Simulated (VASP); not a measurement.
# LaC (Fm-3m) in VASP: further runs

The runs below take LaC through single point, with PBEsol.

Everything below comes from runs of VASP 6.6.1. Logs are shortened: lines on timing, memory, paths and dates and some standing lists are left out, and cuts for length are marked.

## Step 1: The cell of the first run

The structure is cubic, space group Fm-3m (No. 225). The conventional cell has a = 5.315 Å, b = 5.315 Å, c = 5.315 Å, α = 90.00°, β = 90.00°, γ = 90.00°. Within 3.5 Å of La (site symmetry m-3m) lie 6 C at 2.66 Å. Within 3.5 Å of C (site symmetry m-3m) lie 6 La at 2.66 Å.

## Step 2: Single point, PBEsol (18.77 Å³/atom)

The input, INCAR:

```
PREC = Accurate ; ENCUT = 520
EDIFF = 1E-6 ; ISMEAR = 0
SIGMA = 0.05 ; LREAL = F
LASPH = T ; NELM = 80
ALGO = Normal ; ISIF = 2
LWAVE = F ; LCHARG = F
GGA = PS ; NBANDS = 14
```

The input, KPOINTS:

```
Automatic mesh
0
Gamma
  10 10 10
```

The input, POSCAR:

```
LaC
1.0
    0.0000000000      2.6575904867      2.6575904867
    2.6575904867      0.0000000000      2.6575904867
    2.6575904867      2.6575904867      0.0000000000
La C
1 1
Direct
    0.5000000000      0.5000000000      0.5000000000
    0.0000000000      0.0000000000      0.0000000000
```

Potentials or basis: VASP PAW PBE potentials, release 64 (La, C).

On the command line:

```console
$ cat potpaw_PBE.64/La/POTCAR potpaw_PBE.64/C/POTCAR > POTCAR
$ mpirun -np 1 vasp_std > vasp.out
```

OUTCAR:

```text
PREC = Accurate
   ENCUT = 520
   EDIFF = 1E-6
   ISMEAR = 0
   LREAL = F
   LASPH = T
   NELM = 80
   ISIF = 2
   GGA = PS

 ion  position               nearest neighbor table
   1  0.500  0.500  0.500-   2 2.66   2 2.66   2 2.66   2 2.66   2 2.66   2 2.66
   2  0.000  0.000  0.000-   1 2.66   1 2.66   1 2.66   1 2.66   1 2.66   1 2.66

  LATTYP: Found a face centered cubic cell.
 ALAT       =     5.3151809734

  Lattice vectors:

 A1 = (   0.0000000000,   2.6575904867,   2.6575904867)
 A2 = (   2.6575904867,   0.0000000000,   2.6575904867)
 A3 = (   2.6575904867,   2.6575904867,   0.0000000000)

Analysis of symmetry for initial positions (statically):
=====================================================================
 Subroutine PRICEL returns:
 Original cell was already a primitive cell.

 Routine SETGRP: Setting up the symmetry group for a
 face centered cubic supercell.

 Subroutine GETGRP returns: Found 48 space group operations
 (whereof 48 operations were pure point group operations)
 out of a pool of 48 trial point group operations.

The static configuration has the point symmetry O_h .

Analysis of symmetry for dynamics (positions and initial velocities):
=====================================================================
 Subroutine PRICEL returns:
 Original cell was already a primitive cell.

 Routine SETGRP: Setting up the symmetry group for a
 face centered cubic supercell.

 Subroutine GETGRP returns: Found 48 space group operations
 (whereof 48 operations were pure point group operations)
 out of a pool of 48 trial point group operations.

The dynamic configuration has the point symmetry O_h .

 Subroutine INISYM returns: Found 48 space group operations
 (whereof 48 operations are pure point group operations),
 and found     1 'primitive' translations

----------------------------------------------------------------------------------------

                                     Primitive cell

  volume of cell :      37.5400

  direct lattice vectors                    reciprocal lattice vectors
     0.000000000  2.657590487  2.657590487    -0.188140348  0.188140348  0.188140348
     2.657590487  0.000000000  2.657590487     0.188140348 -0.188140348  0.188140348
     2.657590487  2.657590487  0.000000000     0.188140348  0.188140348 -0.188140348

  length of vectors
     3.758400510  3.758400510  3.758400510     0.325868642  0.325868642  0.325868642

  position of ions in fractional coordinates (direct lattice)
     0.500000000  0.500000000  0.500000000
     0.000000000  0.000000000  0.000000000

  ion indices of the primitive-cell ions
   primitive index   ion index
[... 87 lines left out ...]
   EMIN   =  10.00;   EMAX   =-10.00  energy-range for DOS
   EFERMI =   0.00;   METHOD = LEGACY
   ISMEAR =     0;   SIGMA  =   0.05  broadening in eV -4-tet -1-fermi 0-gaus
   EFERMI_NEDOS =   21; number of points for ismear=-14 and -15
   IALGO  =     38    algorithm
   IMIX   =      4    mixing-type and parameters
     AMIX     =   0.40;   BMIX     =  1.00
     AMIX_MAG =   1.60;   BMIX_MAG =  1.00
  volume/ion in A,a.u.               =      18.77       126.67
  Fermi-wavevector in a.u.,A,eV,Ry     =   1.205796  2.278624 19.782111  1.453944
  Thomas-Fermi vector in A             =   2.341482
   LORBIT       =      0    0 simple, 1 ext, 2 COOP (PROOUT), +10 PAW based schemes
   GGA     = PS    functional components
   LHFCALC =     F    Hartree Fock is set to
   AEXX    =    0.0000 exact exchange contribution
   IVDW    =     0    specifies the selected vdW correction
   LEPSILON=     F    determine dielectric tensor
   LRPA    =     F    only Hartree local field effects (RPA)
 non-spin polarized calculation
 Gauss-broadening in eV      SIGMA  =   0.05
  energy-cutoff  :      520.00
  volume of cell :       37.54
 maximum number of plane-waves:      1031
   NGX = 13   NGY = 13   NGZ = 13

 number of electron      14.9999999 magnetization

 Free energy of the ion-electron system (eV)
  ---------------------------------------------------
  ext. energy  EPLUGINS =         0.00000000
  ---------------------------------------------------
  free energy    TOTEN  =       -14.20939890 eV

  energy without entropy =      -14.20415601  energy(sigma->0) =      -14.20677746

 E-fermi :   7.7923     XC(G=0): -10.8768

 val. band max:        7.7825258935   @ k =  -0.4000   0.4000   0.2000
 cond. band min:       7.7926755535   @ k =  -0.3000   0.4000   0.2000
 fundamental gap:      0.0101496600
 Fermi energy:         7.7922708565

 k-point     1 :       0.0000    0.0000    0.0000
  band No.  band energies     occupation
      1     -23.1571      2.00000
      2      -6.2312      2.00000
      3      -6.2312      2.00000
      4      -6.2312      2.00000
      5      -0.9371      2.00000
      6       8.2499      0.00000
      7       8.2499      0.00000
      8       8.2499      0.00000
      9      10.5023      0.00000
     10      10.5023      0.00000
     11      10.5023      0.00000
     12      11.0594      0.00000
     13      12.2887      0.00000
     14      12.2887      0.00000
[... 377 lines left out ...]
      1     -22.9158      2.00000
      2      -7.5660      2.00000
      3      -6.7447      2.00000
      4      -6.6801      2.00000
      5      -0.3368      2.00000
      6       7.1639      2.00000
      7       7.7407      1.85571
      8       8.1130      0.00000
      9       8.6729      0.00000
     10      11.7575      0.00000
     11      11.8215      0.00000
     12      11.8964      0.00000
     13      11.9064      0.00000
     14      12.0860      0.00000

 [... further k-points ...]

------------------------ aborting loop because EDIFF is reached ----------------------------------------

  FORCE on cell =-STRESS in cart. coord.  units (eV):
  Direction    XX          YY          ZZ          XY          YZ          ZX
  --------------------------------------------------------------------------------------
  -------------------------------------------------------------------------------------
  Total        0.4100091      0.4100091      0.4100091      0.0000000      0.0000000     -0.0000000
  in kB       17.4988674     17.4988674     17.4988674      0.0000000      0.0000000     -0.0000000
  external PRESSURE =      17.4988674 kB  Pullay stress =       0.0000000 kB

 VOLUME and BASIS-vectors are now :
 -----------------------------------------------------------------------------
  energy-cutoff  :      520.00
  volume of cell :       37.54
      direct lattice vectors                 reciprocal lattice vectors
     0.000000000  2.657590487  2.657590487    -0.188140348  0.188140348  0.188140348
     2.657590487  0.000000000  2.657590487     0.188140348 -0.188140348  0.188140348
     2.657590487  2.657590487  0.000000000     0.188140348  0.188140348 -0.188140348

 POSITION                                       TOTAL-FORCE (eV/Angst)
 -----------------------------------------------------------------------------------
      2.65759      2.65759      2.65759        -0.000000     -0.000000      0.000000
      0.00000      0.00000      0.00000         0.000000      0.000000      0.000000
 -----------------------------------------------------------------------------------
    total drift:                                0.000000      0.000000      0.000000

  FREE ENERGIE OF THE ION-ELECTRON SYSTEM (eV)
  ---------------------------------------------------
  free  energy   TOTEN  =       -14.2093989035 eV

  energy  without entropy=      -14.2041560089  energy(sigma->0) =      -14.20677746
```

Run time: 62 s. Hardware: 1 thread of Intel Xeon 8259CL, shared host; peak memory 0.18 GiB.

Results:

```yaml
Free_energy: -14.2094 eV
Pressure: 1.7 GPa
Band_gap_on_the_k_mesh: zero (an odd number of electrons rules out a gap without spin polarisation)
```

Levels at points of the mesh, in eV from the Fermi level:
| k point | band 6 | band 7 | band 8 | band 9 | band 10 | band 11 |
| --- | --- | --- | --- | --- | --- | --- |
| (0.00, 0.00, 0.00) | 0.46 | 0.46 | 0.46 | 2.71 | 2.71 | 2.71 |
| (0.50, 0.00, 0.00) | -2.82 | -1.53 | -1.53 | 3.49 | 3.81 | 3.81 |
| (0.50, 0.50, 0.00) | -0.13 | 0.76 | 0.76 | 0.89 | 3.95 | 4.02 |

Caveat: the PAW data sets were made with another functional, which shifts forces and pressure a little; spin-orbit coupling is left out, which moves the levels of the heavy elements.

(Continued in part 2 of 3.)
